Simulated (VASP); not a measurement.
# Ni (Fm-3m) in VASP: notebook, part 2 of 2

VASP 6.6.1.

**4. Electric field gradients, PBE, collinear spin, ferromagnetic start (volume scaled by 0.98)**

The input, INCAR:

```
PREC = Accurate ; ENCUT = 520
EDIFF = 1E-8 ; ISMEAR = -1
SIGMA = 0.05 ; LREAL = False
LASPH = True ; NELM = 150
ALGO = Normal ; ISIF = 2
LWAVE = False ; LCHARG = False
ISPIN = 2 ; MAGMOM = 1.5
LORBIT = 11 ; LMAXMIX = 4
GGA = PE ; LEFG = True
NBANDS = 15
```

The input, KPOINTS:

```
regular mesh
0
Gamma
  18 18 18
```

The input, POSCAR:

```
Ni
1.0
    0.0000000000      1.7560842062      1.7560842062
    1.7560842062      0.0000000000      1.7560842062
    1.7560842062      1.7560842062      0.0000000000
Ni
1
Direct
    0.0000000000      0.0000000000      0.0000000000
```

Potentials or basis: VASP PAW PBE potentials, release 64 (Ni).

Run with:

```sh
cat potpaw_PBE.64/Ni/POTCAR > POTCAR
mpirun -np 1 vasp_std > vasp.out
```

OUTCAR:

```text
PREC = Accurate
   ENCUT = 520
   EDIFF = 1E-8
   ISMEAR = -1
   LREAL = False
   LASPH = True
   NELM = 150
   ISIF = 2
   ISPIN = 2
   LORBIT = 11
   GGA = PE

 ion  position               nearest neighbor table
   1  0.000  0.000  0.000-

  LATTYP: Found a face centered cubic cell.
 ALAT       =     3.5121684124

  Lattice vectors:

 A1 = (   0.0000000000,   1.7560842062,   1.7560842062)
[... 1094 lines left out ...]
  free  energy   TOTEN  =        -5.4784849763 eV

  energy  without entropy=       -5.4649836169  energy(sigma->0) =       -5.47173430

 Electric field gradients (V/A^2)
---------------------------------------------------------------------
 ion       V_xx      V_yy      V_zz      V_xy      V_xz      V_yz
---------------------------------------------------------------------
   1       0.000    -0.000     0.000    -0.001    -0.001    -0.001
---------------------------------------------------------------------

 Electric field gradients after diagonalization (V/A^2)
 (convention: |V_zz| > |V_xx| > |V_yy|)
----------------------------------------------------------------------
 ion       V_xx      V_yy      V_zz     asymmetry (V_yy - V_xx)/ V_zz
----------------------------------------------------------------------
   1       0.001     0.001    -0.002       0.000
----------------------------------------------------------------------

           NMR quadrupolar parameters

 Cq : quadrupolar parameter    Cq=e*Q*V_zz/h
 eta: asymmetry parameters     (V_yy - V_xx)/ V_zz
 Q  : nuclear electric quadrupole moment in mb (millibarn)
----------------------------------------------------------------------
 ion       Cq(MHz)       eta       Q (mb)
----------------------------------------------------------------------
   1      -0.000       0.000       1.000
----------------------------------------------------------------------

 total charge

# of ion       s       p       d       tot
------------------------------------------
    1        0.499   0.502   8.317   9.318

 magnetization (x)

# of ion       s       p       d       tot
------------------------------------------
    1       -0.007  -0.025   0.658   0.627
```

stdout:

```text
POSCAR found type information on POSCAR Ni
 POSCAR found :  1 types and       1 ions
 scaLAPACK will be used
 LDA part: xc-table for (Slater+PW92), standard interpolation
 POSCAR, INCAR and KPOINTS ok, starting setup
 FFT: planning ... GRIDC
 FFT: planning ... GRID_SOFT
 FFT: planning ... GRID
 WAVECAR not read
 entering main loop
ion   1
```

It took 61 s on 1 thread of AMD EPYC 7R13 (Zen 3), shared host; peak memory 0.13 GiB.

Results:

| Item | Value |
| --- | --- |
| Free energy | -5.4785 eV |
| Pressure | 1.0 GPa |
| Net moment | 0.62 μB per cell |
| Site moments | Ni +0.63 μB |
| Valence electrons inside the program's atomic spheres | Ni 9.32 |

Caveat: the cell differs from its parent crystal (volume scaled by 0.98); without QUAD_EFG the Cq values of the log hold for a quadrupole moment of 1 mb, not for the nuclei.

**5. Electric field gradients, PBE, collinear spin, ferromagnetic start**

This run uses another cell than the first one, of 11.05 Å³/atom, 1.042 times its volume.

The input, INCAR:

```
ALGO = Normal ; EDIFF = 1E-8
ENCUT = 520 ; GGA = PE
ISIF = 2 ; ISMEAR = -1
ISPIN = 2 ; LASPH = True
LCHARG = False ; LEFG = True
LMAXMIX = 4 ; LORBIT = 11
LREAL = False ; LWAVE = False
MAGMOM = 1.5 ; NBANDS = 15
NELM = 150 ; PREC = Accurate
SIGMA = 0.05
```

The input, KPOINTS:

```
k-points
0
Gamma
  18 18 18
```

The input, POSCAR:

```
Ni
1.0
    0.0000000000      1.7679500000      1.7679500000
    1.7679500000      0.0000000000      1.7679500000
    1.7679500000      1.7679500000      0.0000000000
Ni
1
Direct
    0.0000000000      0.0000000000      0.0000000000
```

Potentials or basis: VASP PAW PBE potentials, release 64 (Ni).

Run with:

```sh
cat potpaw_PBE.64/Ni/POTCAR > POTCAR
mpirun -np 1 vasp_std > vasp.out
```

OUTCAR:

```text
EDIFF = 1E-8
   ENCUT = 520
   GGA = PE
   ISIF = 2
   ISMEAR = -1
   ISPIN = 2
   LASPH = True
   LORBIT = 11
   LREAL = False
   NELM = 150
   PREC = Accurate

 ion  position               nearest neighbor table
   1  0.000  0.000  0.000-

  LATTYP: Found a face centered cubic cell.
 ALAT       =     3.5359000000

  Lattice vectors:

 A1 = (   0.0000000000,   1.7679500000,   1.7679500000)
 A2 = (   1.7679500000,   0.0000000000,   1.7679500000)
 A3 = (   1.7679500000,   1.7679500000,   0.0000000000)

Analysis of symmetry for initial positions (statically):
=====================================================================
 Subroutine PRICEL returns:
 Original cell was already a primitive cell.

 Routine SETGRP: Setting up the symmetry group for a
 face centered cubic supercell.

[... 1070 lines left out ...]
      direct lattice vectors                 reciprocal lattice vectors
     0.000000000  1.767950000  1.767950000    -0.282813428  0.282813428  0.282813428
     1.767950000  0.000000000  1.767950000     0.282813428 -0.282813428  0.282813428
     1.767950000  1.767950000  0.000000000     0.282813428  0.282813428 -0.282813428

 POSITION                                       TOTAL-FORCE (eV/Angst)
 -----------------------------------------------------------------------------------
      0.00000      0.00000      0.00000         0.000000      0.000000      0.000000
 -----------------------------------------------------------------------------------
    total drift:                               -0.000000     -0.000000     -0.000000

  FREE ENERGIE OF THE ION-ELECTRON SYSTEM (eV)
  ---------------------------------------------------
  free  energy   TOTEN  =        -5.4770874278 eV

  energy  without entropy=       -5.4632110463  energy(sigma->0) =       -5.47014924

 Electric field gradients (V/A^2)
---------------------------------------------------------------------
 ion       V_xx      V_yy      V_zz      V_xy      V_xz      V_yz
---------------------------------------------------------------------
   1       0.000    -0.000    -0.000    -0.002    -0.002    -0.002
---------------------------------------------------------------------

 Electric field gradients after diagonalization (V/A^2)
 (convention: |V_zz| > |V_xx| > |V_yy|)
----------------------------------------------------------------------
 ion       V_xx      V_yy      V_zz     asymmetry (V_yy - V_xx)/ V_zz
----------------------------------------------------------------------
   1       0.002     0.002    -0.003       0.000
----------------------------------------------------------------------

           NMR quadrupolar parameters

 Cq : quadrupolar parameter    Cq=e*Q*V_zz/h
 eta: asymmetry parameters     (V_yy - V_xx)/ V_zz
 Q  : nuclear electric quadrupole moment in mb (millibarn)
----------------------------------------------------------------------
 ion       Cq(MHz)       eta       Q (mb)
----------------------------------------------------------------------
   1      -0.000       0.000       1.000
----------------------------------------------------------------------

 total charge

# of ion       s       p       d       tot
------------------------------------------
    1        0.491   0.484   8.308   9.282

 magnetization (x)

# of ion       s       p       d       tot
------------------------------------------
    1       -0.007  -0.024   0.662   0.631
```

stdout:

```text
POSCAR found type information on POSCAR Ni
 POSCAR found :  1 types and       1 ions
 scaLAPACK will be used
 LDA part: xc-table for (Slater+PW92), standard interpolation
 POSCAR, INCAR and KPOINTS ok, starting setup
 FFT: planning ... GRIDC
 FFT: planning ... GRID_SOFT
 FFT: planning ... GRID
 WAVECAR not read
 entering main loop
ion   1
```

It took 74 s on 1 thread of AMD EPYC 7R13 (Zen 3), shared host; peak memory 0.14 GiB.

What came out:

| Item | Value |
| --- | --- |
| Free energy | -5.4771 eV |
| Pressure | -2.9 GPa |
| Net moment | 0.62 μB per cell |
| Site moments | Ni +0.63 μB |
| Valence electrons inside the program's atomic spheres | Ni 9.28 |

Caveat: without QUAD_EFG the Cq values of the log hold for a quadrupole moment of 1 mb, not for the nuclei.

**6. Electric field gradients, PBE, collinear spin, ferromagnetic start (volume scaled by 1.02)**

The input, INCAR:

```
PREC = Accurate
ENCUT = 520
EDIFF = 1E-8
ISMEAR = -1
SIGMA = 0.05
LREAL = False
LASPH = True
NELM = 150
ALGO = Normal
ISIF = 2
LWAVE = False
LCHARG = False
ISPIN = 2
MAGMOM = 1.5
LORBIT = 11
LMAXMIX = 4
GGA = PE
LEFG = True
NBANDS = 15
```

The input, KPOINTS:

```
Automatic mesh
0
Gamma
  18 18 18
```

The input, POSCAR:

```
Ni
1.0
    0.0000000000      1.7796586194      1.7796586194
    1.7796586194      0.0000000000      1.7796586194
    1.7796586194      1.7796586194      0.0000000000
Ni
1
Direct
    0.0000000000      0.0000000000      0.0000000000
```

Potentials or basis: VASP PAW PBE potentials, release 64 (Ni).

Run with:

```sh
cat potpaw_PBE.64/Ni/POTCAR > POTCAR
mpirun -np 1 vasp_std > vasp.out
```

OUTCAR:

```text
PREC = Accurate
   ENCUT = 520
   EDIFF = 1E-8
   ISMEAR = -1
   LREAL = False
   LASPH = True
   NELM = 150
   ISIF = 2
   ISPIN = 2
   LORBIT = 11
   GGA = PE

 ion  position               nearest neighbor table
   1  0.000  0.000  0.000-

  LATTYP: Found a face centered cubic cell.
 ALAT       =     3.5593172388

  Lattice vectors:

 A1 = (   0.0000000000,   1.7796586194,   1.7796586194)
 A2 = (   1.7796586194,   0.0000000000,   1.7796586194)
 A3 = (   1.7796586194,   1.7796586194,   0.0000000000)

Analysis of symmetry for initial positions (statically):
=====================================================================
 Subroutine PRICEL returns:
 Original cell was already a primitive cell.

 Routine SETGRP: Setting up the symmetry group for a
 face centered cubic supercell.

[... 1070 lines left out ...]
      direct lattice vectors                 reciprocal lattice vectors
     0.000000000  1.779658619  1.779658619    -0.280952759  0.280952759  0.280952759
     1.779658619  0.000000000  1.779658619     0.280952759 -0.280952759  0.280952759
     1.779658619  1.779658619  0.000000000     0.280952759  0.280952759 -0.280952759

 POSITION                                       TOTAL-FORCE (eV/Angst)
 -----------------------------------------------------------------------------------
      0.00000      0.00000      0.00000         0.000000      0.000000      0.000000
 -----------------------------------------------------------------------------------
    total drift:                               -0.000000     -0.000000     -0.000000

  FREE ENERGIE OF THE ION-ELECTRON SYSTEM (eV)
  ---------------------------------------------------
  free  energy   TOTEN  =        -5.4706626149 eV

  energy  without entropy=       -5.4563958751  energy(sigma->0) =       -5.46352925

 Electric field gradients (V/A^2)
---------------------------------------------------------------------
 ion       V_xx      V_yy      V_zz      V_xy      V_xz      V_yz
---------------------------------------------------------------------
   1      -0.000    -0.000     0.000    -0.001    -0.001    -0.001
---------------------------------------------------------------------

 Electric field gradients after diagonalization (V/A^2)
 (convention: |V_zz| > |V_xx| > |V_yy|)
----------------------------------------------------------------------
 ion       V_xx      V_yy      V_zz     asymmetry (V_yy - V_xx)/ V_zz
----------------------------------------------------------------------
   1       0.001     0.001    -0.003       0.000
----------------------------------------------------------------------

           NMR quadrupolar parameters

 Cq : quadrupolar parameter    Cq=e*Q*V_zz/h
 eta: asymmetry parameters     (V_yy - V_xx)/ V_zz
 Q  : nuclear electric quadrupole moment in mb (millibarn)
----------------------------------------------------------------------
 ion       Cq(MHz)       eta       Q (mb)
----------------------------------------------------------------------
   1      -0.000       0.000       1.000
----------------------------------------------------------------------

 total charge

# of ion       s       p       d       tot
------------------------------------------
    1        0.482   0.467   8.300   9.249

 magnetization (x)

# of ion       s       p       d       tot
------------------------------------------
    1       -0.007  -0.024   0.667   0.636
```

OSZICAR:

```text
N       E                     dE             d eps       ncg     rms          rms(c)
DAV:   1     0.328945727761E+02    0.32895E+02   -0.42146E+03 12420   0.852E+02
DAV:   2    -0.502629005602E+01   -0.37921E+02   -0.35032E+02 13331   0.160E+02
DAV:   3    -0.643518966345E+01   -0.14089E+01   -0.13925E+01 14157   0.306E+01
DAV:   4    -0.644422222287E+01   -0.90326E-02   -0.90310E-02 14355   0.231E+00
DAV:   5    -0.644434684179E+01   -0.12462E-03   -0.12462E-03 14540   0.244E-01    0.999E+00
DAV:   6    -0.586853901309E+01    0.57581E+00   -0.13916E+01 16887   0.416E+01    0.649E+00
DAV:   7    -0.548552211539E+01    0.38302E+00   -0.27448E+00 15866   0.162E+01    0.173E+00
DAV:   8    -0.547435361167E+01    0.11169E-01   -0.20950E-02 13713   0.891E-01    0.931E-01
DAV:   9    -0.547140344042E+01    0.29502E-02   -0.20541E-03 18567   0.280E-01    0.296E-01
DAV:  10    -0.547065742215E+01    0.74602E-03   -0.12053E-03 18082   0.206E-01    0.407E-02
DAV:  11    -0.547066131503E+01   -0.38929E-05   -0.18594E-05 15109   0.286E-02    0.267E-02
DAV:  12    -0.547066254529E+01   -0.12303E-05   -0.12751E-06 16352   0.774E-03    0.707E-03
DAV:  13    -0.547066260452E+01   -0.59230E-07   -0.24682E-07 16338   0.558E-03    0.527E-03
DAV:  14    -0.547066268305E+01   -0.78535E-07   -0.71071E-08 13995   0.220E-03    0.737E-04
DAV:  15    -0.547066261344E+01    0.69617E-07   -0.90636E-09 10674   0.729E-04    0.316E-04
DAV:  16    -0.547066261490E+01   -0.14600E-08   -0.42742E-10  8237   0.212E-04
   1 F= -.54706626E+01 E0= -.54635292E+01  d E =-.142667E-01  mag=     0.6213
```

Wall time 63 s (1 thread of AMD EPYC 7R13 (Zen 3), shared host); peak memory 0.14 GiB.

Results:

- Free energy: -5.4707 eV
- Pressure: -6.3 GPa
- Net moment: 0.62 μB per cell
- Site moments: Ni +0.64 μB
- Valence electrons inside the program's atomic spheres: Ni 9.25

Levels at points of the mesh, in eV from the Fermi level:
Spin up:
```tsv
k point	band 1	band 2	band 3	band 4	band 5	band 6	band 7	band 8	band 9	band 10
(0.00, 0.00, 0.00)	-8.76	-2.34	-2.34	-2.34	-1.22	-1.22	23.42	27.01	27.01	27.01
(0.50, 0.00, 0.00)	-4.64	-2.32	-2.32	-0.61	-0.61	-0.22	5.42	21.93	24.06	24.06
(0.50, 0.50, 0.00)	-4.43	-4.01	-0.55	-0.49	-0.49	2.43	8.91	14.50	14.50	19.29
```
Spin down:
```csv
k point,band 2,band 3,band 4,band 5,band 6,band 7,band 8,band 9
"(0.00, 0.00, 0.00)",-1.59,-1.59,-1.59,-0.64,-0.64,23.25,26.99,26.99
"(0.50, 0.00, 0.00)",-1.71,-1.71,-0.29,0.14,0.14,5.83,21.78,24.14
"(0.50, 0.50, 0.00)",-3.39,0.05,0.37,0.37,2.38,9.14,14.50,14.50
```

Caveat: the cell differs from its parent crystal (volume scaled by 1.02); without QUAD_EFG the Cq values of the log hold for a quadrupole moment of 1 mb, not for the nuclei.

**7. Overview**

```csv
cell,gap on the mesh (eV),pressure (GPa),moment (μB)
"a = 2.466 Å, angles 60.0°, 1 atom",none,5.3,0.61
"a = 2.483 Å, angles 60.0°, 1 atom",none,1.0,0.62
"a = 2.500 Å, angles 60.0°, 1 atom",none,-2.9,0.62
"a = 2.517 Å, angles 60.0°, 1 atom",none,-6.3,0.62
```

Alike in all rows: task electric field gradients; level PBE; potentials or basis VASP PAW PBE potentials, release 64 (Ni); spin collinear, ferromagnetic start; k mesh 18 × 18 × 18; cutoff (eV) 520; smearing fermi-dirac 0.05 eV.

Absolute energies hang on the potentials; compare differences alone.
